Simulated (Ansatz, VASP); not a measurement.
**One calculation of VSi, two programs**

```xyz
2
Lattice="0.0000 2.4316 2.4316 2.4316 0.0000 2.4316 2.4316 2.4316 0.0000" Properties=species:S:1:pos:R:3 pbc="T T T"
V     0.0000    0.0000    0.0000
Si    2.4316    2.4316    2.4316
```

Alike in both runs: task relaxation of cell and atoms; functional LDA; k mesh 14 × 14 × 14; occupations fermi-dirac, width 0.1 eV; no spin polarisation.

|  | VASP | Ansatz |
| --- | --- | --- |
| version | VASP 6.6.1 | Ansatz 0.2.0 |
| potentials or method | VASP PAW LDA potentials, release 64 (V_sv, Si) | PAW with Ansatz's default frozen-core files, scalar-relativistic |
| plane-wave cutoff (eV) | 500 | 420 |
| valence electrons in the cell | 17 | 17 |

VASP gave:

- relaxed volume (Å³/atom): 13.79
- relaxed cell length with the largest relative difference (Å): 3.392

**Question.** Which values does Ansatz return?

**Answer.** Relaxed volume (Å³/atom): 13.77; relaxed cell length with the largest relative difference (Å): 3.389.

LDA's correlation is that of Perdew and Zunger in VASP and of Perdew and Wang (1992) in Ansatz.
